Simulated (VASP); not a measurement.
Runs of VASP 6.6.1 on CoSn2. The structure is that of space group I4/mcm (No. 140), or close to it. The cells are those of the table. 

```csv
task,cell,k mesh,cutoff (eV),gap on the mesh (eV),pressure (GPa),largest force (eV/Å)
single point,"a = 5.200 Å, angles 104.9, 104.9, 119.1°, 6 atoms",2 × 2 × 2,520,none,-0.1,-
relaxation of cell and atoms,"relaxed from a = 5.263 Å, angles 105.6, 105.6, 117.5°, 6 atoms",1 × 1 × 1,600,1.44,0.0,0.01
single point,"a = 5.267 Å, angles 109.0, 109.0, 110.5°, 6 atoms",1 × 1 × 1,520,(b),-0.1,0.01
single point,"a = 5.194 Å, angles 105.8, 105.8, 117.1°, 6 atoms",6 × 6 × 6,520,none,0.0,-
single point,"a = 5.263 Å, angles 105.6, 105.6, 117.5°, 6 atoms",6 × 6 × 6,520,none,-4.2,0.85
single point,"a = 5.263 Å, angles 105.6, 105.6, 117.5°, 6 atoms","6 × 6 × 6, shifted",520,none,-4.0,0.87
single point,"a = 5.263 Å, angles 105.6, 105.6, 117.5°, 6 atoms",4 × 4 × 4,520,none,-3.9,(a)
single point,"a = 5.263 Å, angles 105.6, 105.6, 117.5°, 6 atoms",8 × 8 × 8,520,none,-4.1,(c)
```

Alike in all rows: level PBEsol; potentials or basis VASP PAW PBE potentials, release 64 (Co, Sn_d); no spin polarisation; smearing gaussian 0.1 eV.

Estimate the missing entries.

(a) 0.79; (b) 1.43; (c) 0.88.

Caveats: some runs use coarse meshes; the PAW data sets were made with another functional, which shifts forces and pressure a little; spin-orbit coupling is left out, which moves the levels of the heavy elements.

A k mesh can miss the band edges, and the runs leave out spin-orbit coupling on Sn.

A gap of «none» marks levels without a gap at the run's occupations.
